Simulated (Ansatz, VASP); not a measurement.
## PbS in VASP and in Ansatz

File POSCAR:

```
PbS
1.0
    5.9555926487      0.0000000000      0.0000000000
    0.0000000000      2.9685440397      2.9685440661
    0.0000000000     -2.9685440397      2.9685440661
Pb S
2 2
Direct
    0.7498944821      0.2605185244      0.7605185244
    0.2501055179      0.7605185244      0.2605185244
    0.7496621081      0.7604814756      0.2604814756
    0.2503378919      0.2604814756      0.7604814756
```

File INCAR.step1:

```
PREC = Accurate ; ENCUT = 520
ISMEAR = 0 ; SIGMA = 0.01
LREAL = F ; LASPH = T
NELM = 60 ; NBANDS = 28
GGA = PE ; ALGO = Normal
EDIFF = 1E-4 ; LWAVE = T
LCHARG = F
```

The input INCAR.step2:

```
PREC = Accurate ; ENCUT = 520
EDIFF = 1E-7 ; ISMEAR = 0
SIGMA = 0.01 ; LREAL = F
LASPH = T ; NELM = 60
ALGO = Normal ; ISIF = 2
LWAVE = F ; LCHARG = F
METAGGA = R2SCAN ; LMIXTAU = T
NBANDS = 28 ; ISTART = 1
```

Contents of KPOINTS:

```
regular mesh
0
Gamma
  4 6 6
```

Input for Ansatz:

```yaml
crystal:
  lattice:
    - [5.9555926487, 0.0, 0.0]
    - [0.0, 2.9685440397, 2.9685440661]
    - [0.0, -2.9685440397, 2.9685440661]
  atoms:
    - { symbol: Pb, position: [0.7498944821, 0.2605185244, 0.7605185244] }
    - { symbol: Pb, position: [0.2501055179, 0.7605185244, 0.2605185244] }
    - { symbol: S, position: [0.7496621081, 0.7604814756, 0.2604814756] }
    - { symbol: S, position: [0.2503378919, 0.2604814756, 0.7604814756] }
kpoints:
  mp_grid: { grid: [4, 6, 6] }
  band_path:
    path:
      - [0.0, 0.0, 0.0]
      - [0.0, 0.0, 0.5]
      - [0.0, 0.5, 0.5000000044]
      - [0.5, 0.0, 0.0]
      - [0.5, 0.0, 0.5]
      - [0.5, 0.5, 0.5000000044]
    npoints: 1
hamiltonian:
  xc: r2scan
scf:
  occupations: { method: fixed }
  n_extra_bands: 5
output:
  forces: true
  stress: true
  eigenvalues: true
```

Alike in both runs: task single point; functional r2SCAN; k mesh 4 × 6 × 6; no spin polarisation.

```csv
,VASP,Ansatz
version,VASP 6.6.1,Ansatz 0.2.0
potentials or method,"VASP PAW PBE potentials, release 64 (Pb_d, S)","plane waves, PAW"
plane-wave cutoff (eV),520,500
occupations,"gaussian, width 0.01 eV",fixed
valence electrons in the cell,40,40
```

```csv
,VASP,Ansatz,Ansatz less VASP
gap on the k mesh at the Fermi level (eV),0.64,0.63,-0.010
pressure (GPa),1.0,1.0,+0.02
```

VASP's potentials were made for PBE, not for r2SCAN.

Spin-orbit coupling is off throughout.
